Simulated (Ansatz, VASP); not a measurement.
BN in VASP and in Ansatz

```
CELL_PARAMETERS angstrom
0.00000 1.78504 1.78504
1.78504 0.00000 1.78504
1.78504 1.78504 0.00000
ATOMIC_POSITIONS crystal
B 0.00000 0.00000 0.00000
N 0.25000 0.25000 0.25000
```

Alike in both runs: task single point; functional PBE; dispersion D3(BJ); k mesh 12 × 12 × 12; occupations gaussian, width 0.02 eV; no spin polarisation.

|  | VASP | Ansatz |
| --- | --- | --- |
| version | VASP 6.6.1 | Ansatz 0.2.0 |
| potentials or method | VASP PAW PBE potentials, release 64 (B, N), cutoff 600 eV | scalar-relativistic, plane waves, PAW |
| valence electrons in the cell | 8 | 8 |

```csv
,VASP,Ansatz,Ansatz less VASP
gap on the k mesh at the Fermi level (eV),4.50,4.51,+0.012
least direct gap on the mesh (eV),9.00,9.01,+0.010
pressure (GPa),12.4,12.3,-0.10
```
